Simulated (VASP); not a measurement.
A run of VASP 6.6.1 is set up as follows.

The input INCAR:

```
SYSTEM = Co
ALGO = Normal ; EDIFF = 1E-6
ENCUT = 520 ; GGA = RE
ISIF = 2 ; ISMEAR = -1
ISPIN = 2 ; IVDW = 13
LASPH = .True. ; LCHARG = .False.
LMAXMIX = 4 ; LORBIT = 11
LREAL = .False. ; LWAVE = .False.
MAGMOM = 2 2 ; NBANDS = 20
NELM = 150 ; PREC = Accurate
SIGMA = 0.05
```

Contents of KPOINTS:

```
k-points
0
Gamma
  12 12 7
  0 0 0
```

File POSCAR:

```
Co
1.0
    2.4717671047      0.0000000000      0.0000000000
   -1.2358835523      2.1406131049      0.0000000000
    0.0000000000      0.0000000000      3.9874504581
Co
2
Direct
    0.6666666667      0.3333333333      0.7500000000
    0.3333333333      0.6666666667      0.2500000000
```

Potentials or basis: VASP PAW PBE potentials, release 64 (Co).

Launch:

```bash
$ cat potpaw_PBE.64/Co/POTCAR > POTCAR
$ mpirun -np 1 vasp_std > vasp.out
```

Question: Predict the dispersion energy per atom.

Answer: -0.750 eV.

Question: What does it give for the site moments?

Answer: Co +1.62 μB.

Question: Estimate the pressure.

Answer: -0.9 GPa.

Stress tensor (GPa, compression positive):
```
-0.81  0.00  0.00
 0.00 -0.81  0.00
 0.00  0.00 -0.95
```

Caveat: the PAW data sets were made with another functional, which shifts forces and pressure a little; pairwise dispersion overbinds metals, which lowers pressure and volume.
